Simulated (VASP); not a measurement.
# BP in VASP: notebook

BP is run at these levels: LDA; tasks: electric field gradients.

Program: VASP 6.6.1. These are calculated values, not measurements. Logs are shortened: lines on timing, memory, paths and dates and some standing lists are left out, and cuts for length are marked.

### 1 The cell of the first run

Symmetry: F-43m, No. 216, cubic system. Conventional cell: a = 4.627 Å, b = 4.627 Å, c = 4.627 Å, α = 90.00°, β = 90.00°, γ = 90.00°. B (site symmetry -43m) has 4 P at 2.00 Å within 2.7 Å. Within 2.7 Å of P (site symmetry -43m) lie 4 B at 2.00 Å.

### 2 Electric field gradients, LDA (volume scaled by 1.06)

INCAR

```
SYSTEM = BP
ALGO = Normal
EDIFF = 1E-8
ENCUT = 520
ISIF = 2
ISMEAR = -1
LASPH = .True.
LCHARG = .False.
LEFG = .True.
LREAL = .False.
LWAVE = .False.
NBANDS = 11
NELM = 60
PREC = Accurate
SIGMA = 0.08
```

KPOINTS

```
k-points
0
Gamma
  12 12 12
  0 0 0
```

POSCAR

```
BP
1.0
    0.0000000000      2.3135014941      2.3135014941
    2.3135014941      0.0000000000      2.3135014941
    2.3135014941      2.3135014941      0.0000000000
B P
1 1
Direct
    0.0000000000      0.0000000000      0.0000000000
    0.7500000000      0.7500000000      0.7500000000
```

Potentials or basis: VASP PAW LDA potentials, release 64 (B, P).

Run with:

```bash
> cat potpaw_LDA.64/B/POTCAR potpaw_LDA.64/P/POTCAR > POTCAR
> mpirun -np 1 vasp_std > vasp.out
```

OUTCAR:

```text
SYSTEM = BP
   EDIFF = 1E-8
   ENCUT = 520
   ISIF = 2
   ISMEAR = -1
   LASPH = .True.
   LREAL = .False.
   NELM = 60
   PREC = Accurate

 ion  position               nearest neighbor table
   1  0.000  0.000  0.000-   2 2.00   2 2.00   2 2.00   2 2.00
   2  0.750  0.750  0.750-   1 2.00   1 2.00   1 2.00   1 2.00

  LATTYP: Found a face centered cubic cell.
 ALAT       =     4.6270029882

  Lattice vectors:

 A1 = (   0.0000000000,   2.3135014941,   2.3135014941)
 A2 = (   2.3135014941,   0.0000000000,   2.3135014941)
 A3 = (   2.3135014941,   2.3135014941,   0.0000000000)

Analysis of symmetry for initial positions (statically):
=====================================================================
 Subroutine PRICEL returns:
 Original cell was already a primitive cell.

 Routine SETGRP: Setting up the symmetry group for a
 face centered cubic supercell.

 Subroutine GETGRP returns: Found 24 space group operations
 (whereof 24 operations were pure point group operations)
 out of a pool of 48 trial point group operations.

The static configuration has the point symmetry T_d .

Analysis of symmetry for dynamics (positions and initial velocities):
=====================================================================
 Subroutine PRICEL returns:
 Original cell was already a primitive cell.

 Routine SETGRP: Setting up the symmetry group for a
 face centered cubic supercell.

 Subroutine GETGRP returns: Found 24 space group operations
 (whereof 24 operations were pure point group operations)
 out of a pool of 48 trial point group operations.

The dynamic configuration has the point symmetry T_d .

 Subroutine INISYM returns: Found 24 space group operations
 (whereof 24 operations are pure point group operations),
 and found     1 'primitive' translations

----------------------------------------------------------------------------------------

                                     Primitive cell

  volume of cell :      24.7651

  direct lattice vectors                    reciprocal lattice vectors
     0.000000000  2.313501494  2.313501494    -0.216122618  0.216122618  0.216122618
     2.313501494  0.000000000  2.313501494     0.216122618 -0.216122618  0.216122618
     2.313501494  2.313501494  0.000000000     0.216122618  0.216122618 -0.216122618

  length of vectors
     3.271785190  3.271785190  3.271785190     0.374335355  0.374335355  0.374335355

  position of ions in fractional coordinates (direct lattice)
     0.000000000  0.000000000  0.000000000
     0.750000000  0.750000000  0.750000000

  ion indices of the primitive-cell ions
   primitive index   ion index
                 1           1
                 2           2

----------------------------------------------------------------------------------------

 KPOINTS: k-points

Automatic generation of k-mesh.
 Grid dimensions read from file:
 generate k-points for:   12   12   12

 Generating k-lattice:

  Cartesian coordinates                     Fractional coordinates (reciprocal lattice)
    -0.018010218  0.018010218  0.018010218     0.083333333  0.000000000  0.000000000
     0.018010218 -0.018010218  0.018010218     0.000000000  0.083333333  0.000000000
     0.018010218  0.018010218 -0.018010218     0.000000000  0.000000000  0.083333333

  Length of vectors
     0.031194613  0.031194613  0.031194613

  Shift w.r.t. Gamma in fractional coordinates (k-lattice)
     0.000000000  0.000000000  0.000000000

 Subroutine IBZKPT returns following result:
 ===========================================

 Found     72 irreducible k-points:

 Following reciprocal coordinates:
            Coordinates               Weight
  0.000000  0.000000  0.000000      1.000000
  0.083333  0.000000  0.000000      8.000000
  0.166667  0.000000  0.000000      8.000000
  0.250000  0.000000  0.000000      8.000000
  0.333333  0.000000  0.000000      8.000000
  0.416667  0.000000  0.000000      8.000000
[... 16 lines left out ...]
  0.500000  0.166667  0.000000     24.000000
 -0.416667  0.166667  0.000000     24.000000
 [... further k-points ...]
   k-points           NKPTS =     72   k-points in BZ     NKDIM =     72   number of bands    NBANDS=     11
   number of dos      NEDOS =    301   number of ions     NIONS =      2
   total plane-waves  NPLWV =  13824
   dimension x,y,z NGX =    24 NGY =   24 NGZ =   24
   dimension x,y,z NGXF=    48 NGYF=   48 NGZF=   48
   ions per type =               1   1
   NGX,Y,Z   is equivalent  to a cutoff of  12.19, 12.19, 12.19 a.u.
   NGXF,Y,Z  is equivalent  to a cutoff of  24.39, 24.39, 24.39 a.u.
 SYSTEM =  BP
   PREC   = accura    normal or accurate (medium, high low for compatibility)
   ISTART =      0    job   : 0-new  1-cont  2-samecut
   ICHARG =      2    charge: 1-file 2-atom 10-const
   ISPIN  =      1    spin polarized calculation?
   LNONCOLLINEAR =      F non collinear calculations
   LSORBIT =      F    spin-orbit coupling
   LASPH  =      T    aspherical Exc in radial PAW
   ENCUT  =  520.0 eV  38.22 Ry    6.18 a.u.   6.08  6.08  6.08*2*pi/ulx,y,z
   NELM   =     60;   NELMIN=  2; NELMDL= -5     # of ELM steps
   EDIFF  = 0.1E-07   stopping-criterion for ELM
   LREAL  =      F    real-space projection
   EDIFFG = 0.1E-06   stopping-criterion for IOM
   NSW    =      0    number of steps for IOM
   IBRION =     -1    ionic relax: 0-MD 1-quasi-New 2-CG
   NFREE  =      0    steps in history (QN), initial steepest desc. (CG)
   ISIF   =      2    stress and relaxation
   ISYM   =      2    0-nonsym 1-usesym 2-fastsym
   POTIM  = 0.5000    time-step for ionic-motion
   TEBEG  =    0.0;   TEEND  =   0.0 temperature during run
   PSTRESS=    0.0 pullay stress
   NELECT =       8.0000    total number of electrons
   NUPDOWN=      -1.0000    fix difference up-down
   EMIN   =  10.00;   EMAX   =-10.00  energy-range for DOS
   EFERMI =   0.00;   METHOD = LEGACY
   ISMEAR =    -1;   SIGMA  =   0.08  broadening in eV -4-tet -1-fermi 0-gaus
   EFERMI_NEDOS =   21; number of points for ismear=-14 and -15
   IALGO  =     38    algorithm
   IMIX   =      4    mixing-type and parameters
     AMIX     =   0.40;   BMIX     =  1.00
     AMIX_MAG =   1.60;   BMIX_MAG =  1.00
  volume/ion in A,a.u.               =      12.38        83.56
  Fermi-wavevector in a.u.,A,eV,Ry     =   1.123290  2.122709 17.167550  1.261779
  Thomas-Fermi vector in A             =   2.259955
   LORBIT       =      0    0 simple, 1 ext, 2 COOP (PROOUT), +10 PAW based schemes
   GGA     = CA    functional components
   LHFCALC =     F    Hartree Fock is set to
   AEXX    =    0.0000 exact exchange contribution
   IVDW    =     0    specifies the selected vdW correction
   LEPSILON=     F    determine dielectric tensor
   LRPA    =     F    only Hartree local field effects (RPA)
 non-spin polarized calculation
  energy-cutoff  :      520.00
  volume of cell :       24.77
 maximum number of plane-waves:       692
   NGX = 13   NGY = 13   NGZ = 13

 number of electron       7.9999999 magnetization

 Free energy of the ion-electron system (eV)
  ---------------------------------------------------
  ext. energy  EPLUGINS =         0.00000000
  ---------------------------------------------------
  free energy    TOTEN  =       -14.30453987 eV

  energy without entropy =      -14.30453482  energy(sigma->0) =      -14.30453734

 E-fermi :   7.3341     XC(G=0): -10.8493

 val. band max:        6.7243887288   @ k =   0.0000   0.0000   0.0000
 cond. band min:       7.9784668720   @ k =   0.4167   0.4167   0.0000
 fundamental gap:      1.2540781432
 Fermi energy:         7.3340730519

 k-point     1 :       0.0000    0.0000    0.0000
  band No.  band energies     occupation
      1      -8.1613      2.00000
      2       6.7244      1.99902
      3       6.7244      1.99902
      4       6.7244      1.99902
      5      10.0195      0.00000
      6      10.0195      0.00000
      7      10.0195      0.00000
      8      13.2235      0.00000
      9      17.5880      0.00000
     10      18.7398      0.00000
     11      18.7398      0.00000

 k-point     2 :       0.0833    0.0000    0.0000
  band No.  band energies     occupation
      1      -8.0421      2.00000
      2       5.7995      2.00000
      3       6.5226      1.99992
      4       6.5226      1.99992
      5      10.2980      0.00000
      6      10.2980      0.00000
      7      10.3207      0.00000
      8      13.6242      0.00000
      9      17.9706      0.00000
     10      18.2129      0.00000
     11      18.2129      0.00000

 k-point     3 :       0.1667    0.0000    0.0000
  band No.  band energies     occupation
      1      -7.6879      2.00000
      2       3.9976      2.00000
      3       6.0941      2.00000
      4       6.0941      2.00000
      5      10.4957      0.00000
      6      10.8786      0.00000
      7      10.8786      0.00000
      8      14.6229      0.00000
      9      17.5568      0.00000
     10      17.5568      0.00000
     11      18.7758      0.00000

 k-point     4 :       0.2500    0.0000    0.0000
  band No.  band energies     occupation
      1      -7.1113      2.00000
      2       2.0739      2.00000
      3       5.6624      2.00000
      4       5.6624      2.00000
      5      10.4200      0.00000
      6      11.3341      0.00000
      7      11.3341      0.00000
      8      15.6709      0.00000
      9      17.5450      0.00000
     10      17.5450      0.00000
     11      19.0882      0.00000
[... 239 lines left out ...]
 k-point    22 :       0.4167    0.1667    0.0000
  band No.  band energies     occupation
      1      -5.6666      2.00000
      2      -0.0062      2.00000
      3       3.7479      2.00000
      4       4.2123      2.00000
      5       9.7976      0.00000
      6      12.8106      0.00000
      7      13.2829      0.00000
      8      13.7945      0.00000
      9      19.1203      0.00000
     10      20.9986      0.00000
     11      21.2873      0.00000

 k-point    23 :       0.5000    0.1667    0.0000
  band No.  band energies     occupation
      1      -4.8932      2.00000
      2      -1.2363      2.00000
      3       3.2941      2.00000
      4       4.2803      2.00000
      5       9.9323      0.00000
      6      12.7207      0.00000
      7      12.9865      0.00000
      8      15.2810      0.00000
      9      18.7599      0.00000
     10      20.9574      0.00000
     11      22.1340      0.00000

 k-point    24 :      -0.4167    0.1667    0.0000
  band No.  band energies     occupation
      1      -4.7362      2.00000
      2      -1.4532      2.00000
      3       2.9925      2.00000
      4       4.5261      2.00000
      5      10.1698      0.00000
      6      12.6716      0.00000
      7      12.6740      0.00000
      8      16.5919      0.00000
      9      18.1895      0.00000
     10      19.2204      0.00000
     11      22.2124      0.00000

 [... further k-points ...]
[... 5 lines left out ...]
  --------------------------------------------------------------------------------------
  -------------------------------------------------------------------------------------
  Total       -2.0679768     -2.0679768     -2.0679768     -0.0000000      0.0000000      0.0000000
  in kB     -133.7879164   -133.7879164   -133.7879164     -0.0000000      0.0000000      0.0000000
  external PRESSURE =    -133.7879164 kB  Pullay stress =       0.0000000 kB

 VOLUME and BASIS-vectors are now :
 -----------------------------------------------------------------------------
  energy-cutoff  :      520.00
  volume of cell :       24.77
      direct lattice vectors                 reciprocal lattice vectors
     0.000000000  2.313501494  2.313501494    -0.216122618  0.216122618  0.216122618
     2.313501494  0.000000000  2.313501494     0.216122618 -0.216122618  0.216122618
     2.313501494  2.313501494  0.000000000     0.216122618  0.216122618 -0.216122618

 POSITION                                       TOTAL-FORCE (eV/Angst)
 -----------------------------------------------------------------------------------
      0.00000      0.00000      0.00000         0.000000      0.000000      0.000000
      3.47025      3.47025      3.47025        -0.000000     -0.000000     -0.000000
 -----------------------------------------------------------------------------------
    total drift:                               -0.000000     -0.000000     -0.000000

  FREE ENERGIE OF THE ION-ELECTRON SYSTEM (eV)
  ---------------------------------------------------
  free  energy   TOTEN  =       -14.3045398715 eV

  energy  without entropy=      -14.3045348176  energy(sigma->0) =      -14.30453734

 Electric field gradients (V/A^2)
---------------------------------------------------------------------
 ion       V_xx      V_yy      V_zz      V_xy      V_xz      V_yz
---------------------------------------------------------------------
   1      -0.000     0.000    -0.000     0.000     0.000     0.000
   2      -0.000     0.000    -0.000     0.000     0.000     0.000
---------------------------------------------------------------------

 Electric field gradients after diagonalization (V/A^2)
 (convention: |V_zz| > |V_xx| > |V_yy|)
----------------------------------------------------------------------
 ion       V_xx      V_yy      V_zz     asymmetry (V_yy - V_xx)/ V_zz
----------------------------------------------------------------------
   1      -0.000    -0.000     0.000       0.000
   2      -0.000    -0.000     0.000       0.000
----------------------------------------------------------------------

           NMR quadrupolar parameters

 Cq : quadrupolar parameter    Cq=e*Q*V_zz/h
 eta: asymmetry parameters     (V_yy - V_xx)/ V_zz
 Q  : nuclear electric quadrupole moment in mb (millibarn)
----------------------------------------------------------------------
 ion       Cq(MHz)       eta       Q (mb)
----------------------------------------------------------------------
   1       0.000       0.000       1.000
   2       0.000       0.000       1.000
----------------------------------------------------------------------
```

It took 14 s on 1 thread of Intel Xeon 6975P-C, shared host; peak memory 0.13 GiB.

Results:

```
Free energy            : -14.3045 eV
Pressure               : -13.4 GPa
Band gap on the k mesh : 1.25 eV, indirect (least direct gap 3.30 eV)
```

Caveat: without QUAD_EFG the Cq values of the log hold for a quadrupole moment of 1 mb, not for the nuclei. A k mesh can miss the band edges.

### 3 Electric field gradients, LDA (volume scaled by 1.06)

INCAR

```
SYSTEM = BP
PREC = Accurate
ENCUT = 520
EDIFF = 1E-8
ISMEAR = -1
SIGMA = 0.08
LREAL = .FALSE.
LASPH = .TRUE.
NELM = 60
ALGO = Normal
ISIF = 2
LWAVE = .FALSE.
LCHARG = .FALSE.
GGA = CA
LEFG = .TRUE.
NBANDS = 11
```

KPOINTS

```
Automatic mesh
0
G
  12 12 12
  0 0 0
```

POSCAR is that of step 2.

Potentials or basis: VASP PAW LDA potentials, release 64 (B, P).

Run with:

```bash
> cat potpaw_LDA.64/B/POTCAR potpaw_LDA.64/P/POTCAR > POTCAR
> mpirun -np 1 vasp_std > vasp.out
```

OUTCAR:

```text
SYSTEM = BP
   PREC = Accurate
   ENCUT = 520
   EDIFF = 1E-8
   ISMEAR = -1
   LREAL = .FALSE.
   LASPH = .TRUE.
   NELM = 60
   ISIF = 2
   GGA = CA

 ion  position               nearest neighbor table
   1  0.000  0.000  0.000-   2 2.00   2 2.00   2 2.00   2 2.00
   2  0.750  0.750  0.750-   1 2.00   1 2.00   1 2.00   1 2.00

  LATTYP: Found a face centered cubic cell.
 ALAT       =     4.6270029882

  Lattice vectors:

 A1 = (   0.0000000000,   2.3135014941,   2.3135014941)
 A2 = (   2.3135014941,   0.0000000000,   2.3135014941)
[... 547 lines left out ...]
  ---------------------------------------------------
  free  energy   TOTEN  =       -14.3045398715 eV

  energy  without entropy=      -14.3045348176  energy(sigma->0) =      -14.30453734

 Electric field gradients (V/A^2)
---------------------------------------------------------------------
 ion       V_xx      V_yy      V_zz      V_xy      V_xz      V_yz
---------------------------------------------------------------------
   1      -0.000     0.000    -0.000     0.000     0.000     0.000
   2      -0.000     0.000    -0.000     0.000     0.000     0.000
---------------------------------------------------------------------

 Electric field gradients after diagonalization (V/A^2)
 (convention: |V_zz| > |V_xx| > |V_yy|)
----------------------------------------------------------------------
 ion       V_xx      V_yy      V_zz     asymmetry (V_yy - V_xx)/ V_zz
----------------------------------------------------------------------
   1      -0.000    -0.000     0.000       0.000
   2      -0.000    -0.000     0.000       0.000
----------------------------------------------------------------------

           NMR quadrupolar parameters

 Cq : quadrupolar parameter    Cq=e*Q*V_zz/h
 eta: asymmetry parameters     (V_yy - V_xx)/ V_zz
 Q  : nuclear electric quadrupole moment in mb (millibarn)
----------------------------------------------------------------------
 ion       Cq(MHz)       eta       Q (mb)
----------------------------------------------------------------------
   1       0.000       0.000       1.000
   2       0.000       0.000       1.000
----------------------------------------------------------------------
```

stdout:

```text
POSCAR found type information on POSCAR B P
 POSCAR found :  2 types and       2 ions
 scaLAPACK will be used
 LDA part: xc-table for (Slater(with rela. corr.)+CA(PZ))
 , standard interpolation
 POSCAR, INCAR and KPOINTS ok, starting setup
 FFT: planning ... GRIDC
 FFT: planning ... GRID_SOFT
 FFT: planning ... GRID
 WAVECAR not read
 entering main loop
ion   1

ion   2
```

Run time: 12 s. Hardware: 1 thread of Intel Xeon 6975P-C, shared host; peak memory 0.13 GiB.

What came out:

```yaml
Free_energy: -14.3045 eV
Pressure: -13.4 GPa
Band_gap_on_the_k_mesh: 1.25 eV, indirect (least direct gap 3.30 eV)
```

Caveat: without QUAD_EFG the Cq values of the log hold for a quadrupole moment of 1 mb, not for the nuclei. A k mesh can miss the band edges.

(Part 1 of 2 ends here.)
